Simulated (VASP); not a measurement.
# InSb (F-43m) in VASP: settings compared

InSb is run at these levels: PBE, HSE06; tasks: single point.

Everything below comes from runs of VASP 6.6.1. Logs are shortened: lines on timing, memory, paths and dates and some standing lists are left out, and cuts for length are marked.

## (1) The cell of the first run

Symmetry: F-43m, No. 216, cubic system. The conventional cell has a = 6.559 Å, b = 6.559 Å, c = 6.559 Å, α = 90.00°, β = 90.00°, γ = 90.00°. In (site symmetry -43m) has 4 Sb at 2.84 Å within 3.7 Å. Within 3.7 Å of Sb (site symmetry -43m) lie 4 In at 2.84 Å.

## (2) Single point, PBE

File INCAR:

```
ALGO = Normal
EDIFF = 1E-6
ENCUT = 520
GGA = PE
ISIF = 2
ISMEAR = -1
LASPH = T
LCHARG = F
LREAL = F
LWAVE = F
NBANDS = 16
NELM = 100
PREC = Accurate
SIGMA = 0.02
```

File KPOINTS:

```
k-points
0
Gamma
  4 4 4
```

File POSCAR:

```
InSb
1.0
    0.0000000000      3.2795130136      3.2795130136
    3.2795130136      0.0000000000      3.2795130136
    3.2795130136      3.2795130136      0.0000000000
In Sb
1 1
Direct
    0.0000000000      0.0000000000      0.0000000000
    0.2500000000      0.2500000000      0.2500000000
```

Potentials or basis: VASP PAW PBE potentials, release 64 (In_d, Sb).

Run with:

```console
> cat potpaw_PBE.64/In_d/POTCAR potpaw_PBE.64/Sb/POTCAR > POTCAR
> mpirun -np 1 vasp_std > vasp.out
```

OUTCAR:

```text
EDIFF = 1E-6
   ENCUT = 520
   GGA = PE
   ISIF = 2
   ISMEAR = -1
   LASPH = T
   LREAL = F
   NELM = 100
   PREC = Accurate

 ion  position               nearest neighbor table
   1  0.000  0.000  0.000-   2 2.84   2 2.84   2 2.84   2 2.84
   2  0.250  0.250  0.250-   1 2.84   1 2.84   1 2.84   1 2.84

  LATTYP: Found a face centered cubic cell.
 ALAT       =     6.5590260272

  Lattice vectors:

 A1 = (   0.0000000000,   3.2795130136,   3.2795130136)
 A2 = (   3.2795130136,   0.0000000000,   3.2795130136)
 A3 = (   3.2795130136,   3.2795130136,   0.0000000000)

Analysis of symmetry for initial positions (statically):
=====================================================================
 Subroutine PRICEL returns:
 Original cell was already a primitive cell.

 Routine SETGRP: Setting up the symmetry group for a
 face centered cubic supercell.

 Subroutine GETGRP returns: Found 24 space group operations
 (whereof 24 operations were pure point group operations)
 out of a pool of 48 trial point group operations.

The static configuration has the point symmetry T_d .

Analysis of symmetry for dynamics (positions and initial velocities):
=====================================================================
 Subroutine PRICEL returns:
 Original cell was already a primitive cell.

 Routine SETGRP: Setting up the symmetry group for a
 face centered cubic supercell.

 Subroutine GETGRP returns: Found 24 space group operations
 (whereof 24 operations were pure point group operations)
 out of a pool of 48 trial point group operations.

The dynamic configuration has the point symmetry T_d .

 Subroutine INISYM returns: Found 24 space group operations
 (whereof 24 operations are pure point group operations),
 and found     1 'primitive' translations

----------------------------------------------------------------------------------------

                                     Primitive cell

  volume of cell :      70.5437

  direct lattice vectors                    reciprocal lattice vectors
     0.000000000  3.279513014  3.279513014    -0.152461661  0.152461661  0.152461661
     3.279513014  0.000000000  3.279513014     0.152461661 -0.152461661  0.152461661
     3.279513014  3.279513014  0.000000000     0.152461661  0.152461661 -0.152461661

  length of vectors
     4.637931782  4.637931782  4.637931782     0.264071342  0.264071342  0.264071342
[... 61 lines left out ...]
   LASPH  =      T    aspherical Exc in radial PAW
   ENCUT  =  520.0 eV  38.22 Ry    6.18 a.u.   8.62  8.62  8.62*2*pi/ulx,y,z
   NELM   =    100;   NELMIN=  2; NELMDL= -5     # of ELM steps
   EDIFF  = 0.1E-05   stopping-criterion for ELM
   LREAL  =      F    real-space projection
   EDIFFG = 0.1E-04   stopping-criterion for IOM
   NSW    =      0    number of steps for IOM
   IBRION =     -1    ionic relax: 0-MD 1-quasi-New 2-CG
   NFREE  =      0    steps in history (QN), initial steepest desc. (CG)
   ISIF   =      2    stress and relaxation
   ISYM   =      2    0-nonsym 1-usesym 2-fastsym
   POTIM  = 0.5000    time-step for ionic-motion
   TEBEG  =    0.0;   TEEND  =   0.0 temperature during run
   PSTRESS=    0.0 pullay stress
   NELECT =      18.0000    total number of electrons
   NUPDOWN=      -1.0000    fix difference up-down
   EMIN   =  10.00;   EMAX   =-10.00  energy-range for DOS
   EFERMI =   0.00;   METHOD = LEGACY
   ISMEAR =    -1;   SIGMA  =   0.02  broadening in eV -4-tet -1-fermi 0-gaus
   EFERMI_NEDOS =   21; number of points for ismear=-14 and -15
   IALGO  =     38    algorithm
   IMIX   =      4    mixing-type and parameters
     AMIX     =   0.40;   BMIX     =  1.00
     AMIX_MAG =   1.60;   BMIX_MAG =  1.00
  volume/ion in A,a.u.               =      35.27       238.03
  Fermi-wavevector in a.u.,A,eV,Ry     =   1.038356  1.962208 14.669575  1.078183
  Thomas-Fermi vector in A             =   2.172837
   LORBIT       =      0    0 simple, 1 ext, 2 COOP (PROOUT), +10 PAW based schemes
   GGA     = PE    functional components
   LHFCALC =     F    Hartree Fock is set to
   AEXX    =    0.0000 exact exchange contribution
   IVDW    =     0    specifies the selected vdW correction
   LEPSILON=     F    determine dielectric tensor
   LRPA    =     F    only Hartree local field effects (RPA)
 non-spin polarized calculation
  energy-cutoff  :      520.00
  volume of cell :       70.54
 maximum number of plane-waves:      1924
 NGX is ok and might be reduce to    36
   NGX = 17   NGY = 17   NGZ = 17

 number of electron      18.0000000 magnetization

 Free energy of the ion-electron system (eV)
  ---------------------------------------------------
  ext. energy  EPLUGINS =         0.00000000
  ---------------------------------------------------
  free energy    TOTEN  =        -6.79997928 eV

  energy without entropy =       -6.79878582  energy(sigma->0) =       -6.79938255

 E-fermi :   4.7744     XC(G=0):  -8.5037

 val. band max:        4.7605846407   @ k =   0.0000   0.0000   0.0000
 cond. band min:       5.2243968617   @ k =   0.5000   0.0000   0.0000
 fundamental gap:      0.4638122210
 Fermi energy:         4.7744474266

 k-point     1 :       0.0000    0.0000    0.0000
  band No.  band energies     occupation
      1      -9.7978      2.00000
      2      -9.7978      2.00000
      3      -9.7978      2.00000
      4      -9.7240      2.00000
      5      -9.7240      2.00000
      6      -5.7277      2.00000
[... 129 lines left out ...]
      3      -9.7618      2.00000
      4      -9.7318      2.00000
      5      -9.7216      2.00000
      6      -3.8462      2.00000
[... 8 lines left out ...]
     15      14.3584      0.00000
     16      15.0834      0.00000

------------------------ aborting loop because EDIFF is reached ----------------------------------------

  FORCE on cell =-STRESS in cart. coord.  units (eV):
  Direction    XX          YY          ZZ          XY          YZ          ZX
  --------------------------------------------------------------------------------------
  -------------------------------------------------------------------------------------
  Total        0.8114288      0.8114288      0.8114288     -0.0000000     -0.0000000      0.0000000
  in kB       18.4290491     18.4290491     18.4290491     -0.0000000     -0.0000000      0.0000000
  external PRESSURE =      18.4290491 kB  Pullay stress =       0.0000000 kB

 VOLUME and BASIS-vectors are now :
 -----------------------------------------------------------------------------
  energy-cutoff  :      520.00
  volume of cell :       70.54
      direct lattice vectors                 reciprocal lattice vectors
     0.000000000  3.279513014  3.279513014    -0.152461661  0.152461661  0.152461661
     3.279513014  0.000000000  3.279513014     0.152461661 -0.152461661  0.152461661
     3.279513014  3.279513014  0.000000000     0.152461661  0.152461661 -0.152461661

 POSITION                                       TOTAL-FORCE (eV/Angst)
 -----------------------------------------------------------------------------------
      0.00000      0.00000      0.00000         0.000000      0.000000      0.000000
      1.63976      1.63976      1.63976        -0.000000     -0.000000     -0.000000
 -----------------------------------------------------------------------------------
    total drift:                               -0.000000     -0.000000     -0.000000

  FREE ENERGIE OF THE ION-ELECTRON SYSTEM (eV)
  ---------------------------------------------------
  free  energy   TOTEN  =        -6.7999792838 eV

  energy  without entropy=       -6.7987858197  energy(sigma->0) =       -6.79938255
```

stdout:

```text
POSCAR found type information on POSCAR InSb
 POSCAR found :  2 types and       2 ions
 scaLAPACK will be used
 LDA part: xc-table for (Slater+PW92), standard interpolation
 POSCAR, INCAR and KPOINTS ok, starting setup
 FFT: planning ... GRIDC
 FFT: planning ... GRID_SOFT
 FFT: planning ... GRID
 WAVECAR not read
 entering main loop
```

It took 5.7 s on 1 thread of Intel Xeon 6975P-C (Granite Rapids), shared host; peak memory 0.2 GiB.

What came out:

- Free energy: -6.8000 eV
- Pressure: 1.8 GPa
- Band gap on the k mesh: zero (filled and empty bands touch)

Caveat: the k points lie up to 0.41 Å⁻¹ apart; semilocal functionals underestimate gaps, so a narrow gap can read as zero; spin-orbit coupling is left out, which moves the levels of the heavy elements.

## (3) Single point, HSE06

POSCAR is that of step 2.

File INCAR.step1:

```
PREC = Accurate
ENCUT = 520
EDIFF = 1E-5
ISMEAR = -1
SIGMA = 0.02
LREAL = F
LASPH = T
NELM = 100
ALGO = Normal
ISIF = 2
LWAVE = T
LCHARG = F
NBANDS = 16
GGA = PE
```

File INCAR.step2:

```
PREC = Accurate
ENCUT = 520
EDIFF = 1E-6
ISMEAR = -1
SIGMA = 0.02
LREAL = F
LASPH = T
NELM = 100
ALGO = Normal
ISIF = 2
LWAVE = F
LCHARG = F
GGA = PE
LHFCALC = T
HFSCREEN = 0.2079
PRECFOCK = Normal
NBANDS = 16
ISTART = 1
```

File KPOINTS:

```
regular mesh
0
Gamma
  4 4 4
```

Potentials or basis: VASP PAW PBE potentials, release 64 (In_d, Sb).

Run with:

```console
> cat potpaw_PBE.64/In_d/POTCAR potpaw_PBE.64/Sb/POTCAR > POTCAR
> cp INCAR.step1 INCAR
> mpirun -np 1 vasp_std > vasp.out
> cp INCAR.step2 INCAR
> mpirun -np 1 vasp_std > vasp.out
```

Wall time 4.9 min (1 thread of Intel Xeon 6975P-C (Granite Rapids), shared host); peak memory 0.31 GiB.

Results (log left out):

| Quantity | Value |
| --- | --- |
| Free energy | -8.3390 eV |
| Pressure | -0.6 GPa |
| Band gap on the k mesh | 0.32 eV |

Levels at points of the mesh, in eV from the valence-band top:
```tsv
k point	band 7	band 8	band 9	band 10	band 11	band 12
(0.00, 0.00, 0.00)	0.00	0.00	0.00	0.32	3.64	3.64
(0.50, 0.00, 0.00)	-5.89	-1.02	-1.02	1.11	4.51	4.51
(0.50, 0.50, 0.00)	-6.22	-2.32	-2.32	1.95	1.97	9.05
```

Caveat: the PAW data sets were made with another functional, which shifts forces and pressure a little; spin-orbit coupling is left out, which moves the levels of the heavy elements.
